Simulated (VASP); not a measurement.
Crystal: Zn.

```
Zn
1.0
    -1.56904    1.56904    1.56904
     1.56904   -1.56904    1.56904
     1.56904    1.56904   -1.56904
Zn
1
Direct
  0.00000 0.00000 0.00000
```

```yaml
Program: VASP 6.6.1
Task: relaxation of cell and atoms
Functional: r2SCAN
Potentials_or_basis: VASP PAW PBE potentials, release 64 (Zn)
Cutoff: 600 eV
k_mesh: 11 × 11 × 11
Occupations: gaussian, width 0.1 eV
Spin: no spin polarisation
```

At the start: pressure -5.2 GPa; volume 15.45 Å³/atom.

Q: How do energy, volume and symmetry change on relaxing?

A: Over 3 steps the energy falls by 19.2 meV/atom and the volume is 14.40 Å³/atom (-6.8 %); space group Im-3m (No. 229, to 0.05 Å).

The path:
| step | energy change (eV) | largest force (eV/Å) | pressure (GPa) | volume (Å³) |
| --- | --- | --- | --- | --- |
| 1 | 0.0000 | 0.0000 | -5.20 | 15.45 |
| 2 | -0.0192 | 0.0000 | 0.28 | 14.36 |
| 3 | -0.0192 | 0.0000 | 0.05 | 14.40 |

Final structure:
```
Zn
1.0
    -1.53244    1.53244    1.53244
     1.53244   -1.53244    1.53244
     1.53244    1.53244   -1.53244
Zn
1
Cartesian
  0.0000 0.0000 0.0000
```

Caveat: the PAW data sets were made with another functional, which shifts forces and pressure a little.
